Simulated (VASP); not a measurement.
# Si4N5 (P-6m2) in VASP: a series of runs

The runs below take Si4N5 through single point, relaxation of cell and atoms, with PBE.

Program: VASP 6.6.1. These are calculated values, not measurements. Logs are shortened: lines on timing, memory, paths and dates and some standing lists are left out, and cuts for length are marked.

## 1. The cell of the first run

It takes space group P-6m2 (No. 187, hexagonal). Conventional cell: a = 2.829 Å, b = 2.829 Å, c = 12.219 Å, α = 90.00°, β = 90.00°, γ = 120.00°. Within 2.4 Å of Si (site symmetry 3m) lie 6 N at 1.84 to 2.34 Å. Si (site symmetry -6m2) has 3 N at 1.63 Å within 2.2 Å. Si (site symmetry -6m2) has 6 N at 2.02 Å within 2.7 Å. N (site symmetry 3m) has 3 Si at 1.84 Å within 2.4 Å. N (site symmetry 3m) has 6 Si at 2.02 to 2.34 Å and 2 N at 2.37 to 2.52 Å within 2.7 Å. Within 2.2 Å of N (site symmetry -6m2) lie 3 Si at 1.63 Å.

The cell was generated, and may not be a known phase.

## 2. Single point, PBE

Input file INCAR:

```
  ALGO = Normal
  EDIFF = 1E-7
  ENCUT = 520
  GGA = PE
  ISIF = 2
  ISMEAR = 0
  LASPH = T
  LCHARG = T
  LELF = T
  LREAL = F
  LVHAR = T
  LWAVE = F
  NBANDS = 30
  NELM = 100
  PREC = Accurate
  SIGMA = 0.1
```

Input file KPOINTS:

```
k-points
0
Gamma
  6 6 2
```

Input file POSCAR:

```
Si4N5
1.0
    2.8293997638      0.0000000000      0.0000000000
   -1.4146998819      2.4503320729      0.0000000000
    0.0000000000      0.0000000000     12.2191409410
Si N
4 5
Direct
    0.3333333333      0.6666666667      0.2339835265
    0.3333333333      0.6666666667      0.7660164735
    0.0000000000      0.0000000000      0.5000000000
    0.0000000000      0.0000000000      0.0000000000
    0.6666666667      0.3333333333      0.3034645343
    0.6666666667      0.3333333333      0.9031261389
    0.6666666667      0.3333333333      0.6965354657
    0.6666666667      0.3333333333      0.0968738611
    0.3333333333      0.6666666667      0.5000000000
```

Potentials or basis: VASP PAW PBE potentials, release 64 (Si, N).

Command:

```console
$ cat potpaw_PBE.64/Si/POTCAR potpaw_PBE.64/N/POTCAR > POTCAR
$ mpirun -np 1 vasp_std > vasp.out
```

OUTCAR:

```text
EDIFF = 1E-7
   ENCUT = 520
   GGA = PE
   ISIF = 2
   ISMEAR = 0
   LASPH = T
   LREAL = F
   NELM = 100
   PREC = Accurate

 ion  position               nearest neighbor table
   1  0.333  0.667  0.234-   5 1.84   5 1.84   5 1.84   8 2.34   8 2.34   8 2.34
   2  0.333  0.667  0.766-   7 1.84   7 1.84   7 1.84   6 2.34   6 2.34   6 2.34
   3  0.000  0.000  0.500-   9 1.63   9 1.63   9 1.63
   4  0.000  0.000  0.000-   6 2.02   8 2.02   6 2.02   8 2.02   6 2.02   8 2.02
   5  0.667  0.333  0.303-   1 1.84   1 1.84   1 1.84
   6  0.667  0.333  0.903-   4 2.02   4 2.02   4 2.02   2 2.34   2 2.34   2 2.34
   7  0.667  0.333  0.697-   2 1.84   2 1.84   2 1.84
   8  0.667  0.333  0.097-   4 2.02   4 2.02   4 2.02   1 2.34   1 2.34   1 2.34
   9  0.333  0.667  0.500-   3 1.63   3 1.63   3 1.63

  LATTYP: Found a hexagonal cell.
 ALAT       =     2.8293997638
 C/A-ratio  =     4.3186336188

  Lattice vectors:

 A1 = (   2.8293997638,   0.0000000000,   0.0000000000)
 A2 = (  -1.4146998819,   2.4503320729,   0.0000000000)
 A3 = (   0.0000000000,   0.0000000000,  12.2191409410)

Analysis of symmetry for initial positions (statically):
=====================================================================
 Subroutine PRICEL returns:
 Original cell was already a primitive cell.

 Routine SETGRP: Setting up the symmetry group for a
 hexagonal supercell.

 Subroutine GETGRP returns: Found 12 space group operations
 (whereof 12 operations were pure point group operations)
 out of a pool of 24 trial point group operations.

The static configuration has the point symmetry D_3h.

Analysis of symmetry for dynamics (positions and initial velocities):
=====================================================================
 Subroutine PRICEL returns:
 Original cell was already a primitive cell.

 Routine SETGRP: Setting up the symmetry group for a
 hexagonal supercell.

 Subroutine GETGRP returns: Found 12 space group operations
 (whereof 12 operations were pure point group operations)
 out of a pool of 24 trial point group operations.

The dynamic configuration has the point symmetry D_3h.

 Subroutine INISYM returns: Found 12 space group operations
 (whereof 12 operations are pure point group operations),
 and found     1 'primitive' translations

[... 103 lines left out ...]
   ISIF   =      2    stress and relaxation
   ISYM   =      2    0-nonsym 1-usesym 2-fastsym
   POTIM  = 0.5000    time-step for ionic-motion
   TEBEG  =    0.0;   TEEND  =   0.0 temperature during run
   PSTRESS=    0.0 pullay stress
   NELECT =      41.0000    total number of electrons
   NUPDOWN=      -1.0000    fix difference up-down
   EMIN   =  10.00;   EMAX   =-10.00  energy-range for DOS
   EFERMI =   0.00;   METHOD = LEGACY
   ISMEAR =     0;   SIGMA  =   0.10  broadening in eV -4-tet -1-fermi 0-gaus
   EFERMI_NEDOS =   21; number of points for ismear=-14 and -15
   IALGO  =     38    algorithm
   IMIX   =      4    mixing-type and parameters
     AMIX     =   0.40;   BMIX     =  1.00
     AMIX_MAG =   1.60;   BMIX_MAG =  1.00
  volume/ion in A,a.u.               =       9.41        63.52
  Fermi-wavevector in a.u.,A,eV,Ry     =   1.285334  2.428930 22.477975  1.652085
  Thomas-Fermi vector in A             =   2.417475
   LORBIT       =      0    0 simple, 1 ext, 2 COOP (PROOUT), +10 PAW based schemes
   GGA     = PE    functional components
   LHFCALC =     F    Hartree Fock is set to
   AEXX    =    0.0000 exact exchange contribution
   IVDW    =     0    specifies the selected vdW correction
   LEPSILON=     F    determine dielectric tensor
   LRPA    =     F    only Hartree local field effects (RPA)
 non-spin polarized calculation
 Gauss-broadening in eV      SIGMA  =   0.10
  energy-cutoff  :      520.00
  volume of cell :       84.71
 maximum number of plane-waves:      2320
 NGX is ok and might be reduce to    24
   NGX = 11   NGY = 11   NGZ = 45

 number of electron      40.9999997 magnetization

 Free energy of the ion-electron system (eV)
  ---------------------------------------------------
  ext. energy  EPLUGINS =         0.00000000
  ---------------------------------------------------
  free energy    TOTEN  =       -62.37995728 eV

  energy without entropy =      -62.37622190  energy(sigma->0) =      -62.37808959

 E-fermi :  10.2123     XC(G=0): -11.8220

 val. band max:       10.2009776958   @ k =   0.3333   0.3333   0.0000
 cond. band min:      10.2127418556   @ k =   0.3333   0.3333   0.5000
 fundamental gap:      0.0117641598
 Fermi energy:        10.2123058705

 k-point     1 :       0.0000    0.0000    0.0000
  band No.  band energies     occupation
      1     -12.0501      2.00000
      2      -9.0204      2.00000
      3      -8.6540      2.00000
      4      -7.6947      2.00000
      5      -5.5775      2.00000
      6       0.4106      2.00000
[... 451 lines left out ...]
     29      16.4474      0.00000
     30      16.4561      0.00000

------------------------ aborting loop because EDIFF is reached ----------------------------------------

  FORCE on cell =-STRESS in cart. coord.  units (eV):
  Direction    XX          YY          ZZ          XY          YZ          ZX
  --------------------------------------------------------------------------------------
  -------------------------------------------------------------------------------------
  Total        0.0029692      0.0029692     -0.0070000      0.0000000      0.0000000      0.0000000
  in kB        0.0561544      0.0561544     -0.1323875      0.0000000      0.0000000      0.0000000
  external PRESSURE =      -0.0066929 kB  Pullay stress =       0.0000000 kB

 VOLUME and BASIS-vectors are now :
 -----------------------------------------------------------------------------
  energy-cutoff  :      520.00
  volume of cell :       84.71
      direct lattice vectors                 reciprocal lattice vectors
     2.829399764  0.000000000  0.000000000     0.353431853  0.204053975  0.000000000
    -1.414699882  2.450332073  0.000000000     0.000000000  0.408107950  0.000000000
     0.000000000  0.000000000 12.219140941     0.000000000  0.000000000  0.081838814

 POSITION                                       TOTAL-FORCE (eV/Angst)
 -----------------------------------------------------------------------------------
     -0.00000      1.63355      2.85908        -0.000000     -0.000000      0.024722
     -0.00000      1.63355      9.36006        -0.000000     -0.000000     -0.024722
      0.00000      0.00000      6.10957         0.000000     -0.000000     -0.000000
      0.00000      0.00000      0.00000        -0.000000     -0.000000     -0.000000
      1.41470      0.81678      3.70808        -0.000000      0.000000     -0.016827
      1.41470      0.81678     11.03543        -0.000000      0.000000     -0.004373
      1.41470      0.81678      8.51107        -0.000000      0.000000      0.016827
      1.41470      0.81678      1.18372        -0.000000      0.000000      0.004373
     -0.00000      1.63355      6.10957        -0.000000     -0.000000     -0.000000
 -----------------------------------------------------------------------------------
    total drift:                                0.000000     -0.000000      0.000000

  FREE ENERGIE OF THE ION-ELECTRON SYSTEM (eV)
  ---------------------------------------------------
  free  energy   TOTEN  =       -62.3799572850 eV

  energy  without entropy=      -62.3762219048  energy(sigma->0) =      -62.37808959
```

Wall time 39 s (1 thread of Intel Xeon Platinum 8259CL at 2.50GHz (Skylake/Cascade Lake), shared host); peak memory 0.22 GiB.

Results:

- Free energy: -62.3800 eV
- Pressure: 0.0 GPa
- Largest force: 0.025 eV/Å
- Band gap on the k mesh: zero (an odd number of electrons rules out a gap without spin polarisation)

Forces in eV/Å, atoms in the order of the input:
```
Si   0.000  0.000  0.025
Si   0.000  0.000 -0.025
Si   0.000  0.000  0.000
Si   0.000  0.000  0.000
N    0.000  0.000 -0.017
N    0.000  0.000 -0.004
N    0.000  0.000  0.017
N    0.000  0.000  0.004
N    0.000  0.000  0.000
```

Levels at points of the mesh, in eV from the Fermi level:
```csv
k point,band 17,band 18,band 19,band 20,band 21,band 22,band 23,band 24
"(0.00, 0.00, 0.00)",-1.76,-1.55,-0.58,-0.58,0.31,2.14,2.58,4.12
"(0.50, 0.00, 0.00)",-3.41,-2.78,-1.93,-1.36,-1.31,0.58,0.61,1.55
"(0.00, 0.00, 0.50)",-1.76,-1.76,-0.58,-0.58,1.13,1.45,2.84,4.11
"(0.50, 0.00, 0.50)",-3.42,-3.24,-1.93,-1.23,-0.81,0.18,0.82,1.37
```

Caveat: the k points lie up to 0.43 Å⁻¹ apart, too coarse for converged energies and pressures of a metal; an odd number of electrons without spin polarisation forces a metal; a magnetic or distorted state may lie lower.

(Continued in part 2 of 3.)

The gap in the log of VASP goes by the Fermi energy; the results here count the filled bands.